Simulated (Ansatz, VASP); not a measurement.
**ScSi2: VASP beside Ansatz**

The input INCAR:

```
SYSTEM = ScSi2
PREC = Accurate
ENCUT = 520
EDIFF = 1E-6
ISMEAR = -1
SIGMA = 0.05
LREAL = .FALSE.
LASPH = .TRUE.
NELM = 60
ALGO = Normal
ISIF = 2
LWAVE = .FALSE.
LCHARG = .FALSE.
GGA = PS
NBANDS = 16
```

KPOINTS

```
regular mesh
0
G
  13 13 11
  0 0 0
```

The input POSCAR:

```
ScSi2
1.0
    3.6105332048      0.0000000000      0.0000000000
   -1.8052666024      3.1268134766      0.0000000000
    0.0000000000      0.0000000000      3.8176962911
Sc Si
1 2
Direct
    0.0000000000      0.0000000000      0.0000000000
    0.3333333333      0.6666666667      0.5000000000
    0.6666666667      0.3333333333      0.5000000000
```

Input for Ansatz:

```yaml
crystal:
  lattice:
    - [3.6105332048, 0.0, 0.0]
    - [-1.8052666024, 3.1268134766, 0.0]
    - [0.0, 0.0, 3.8176962911]
  atoms:
    - { symbol: Sc, position: [0.0, 0.0, 0.0] }
    - { symbol: Si, position: [0.3333333333, 0.6666666667, 0.5] }
    - { symbol: Si, position: [0.6666666667, 0.3333333333, 0.5] }
kpoints:
  mp_grid: { grid: [13, 13, 11] }
  band_path:
    path:
      - [0.0, 0.0, 0.0]
      - [0.5, 0.0, 0.0]
      - [0.3333333333, 0.3333333333, 0.0]
      - [0.0, 0.0, 0.0]
      - [0.0, 0.0, 0.5]
      - [0.5, 0.0, 0.5]
      - [0.3333333333, 0.3333333333, 0.5]
      - [0.0, 0.0, 0.5]
      - [0.5, 0.0, 0.5]
    npoints: 5
scf:
  occupations: { method: fermi_dirac, width: 0.05 }
hamiltonian:
  xc: pbesol
  pseudopotentials: { kind: all_electron, lapw: { basis_error: 0.001 } }
output:
  forces: true
  stress: true
  eigenvalues: true
```

Change from the starting cell: volume scaled by 0.96.

Alike in both runs: task single point; functional PBEsol; k mesh 13 × 13 × 11; occupations fermi-dirac, width 0.05 eV; no spin polarisation.

|  | VASP | Ansatz |
| --- | --- | --- |
| version | VASP 6.6.1 | Ansatz 0.2.0 |
| potentials or method | VASP PAW PBE potentials, release 64 (Sc_sv, Si), cutoff 520 eV | all-electron LAPW, scalar-relativistic |

```tsv
	VASP	Ansatz	Ansatz less VASP
pressure (GPa)	30.4	29.9	-0.50
traceless stress, the component that is largest in VASP (GPa)	-29.06	-28.89	+0.175
```

VASP's potentials were made for PBE, not for PBEsol. Both programs put the cell under a high pressure, so it lies far from rest at this level. Ansatz ran all-electron here, and VASP with PAW potentials.
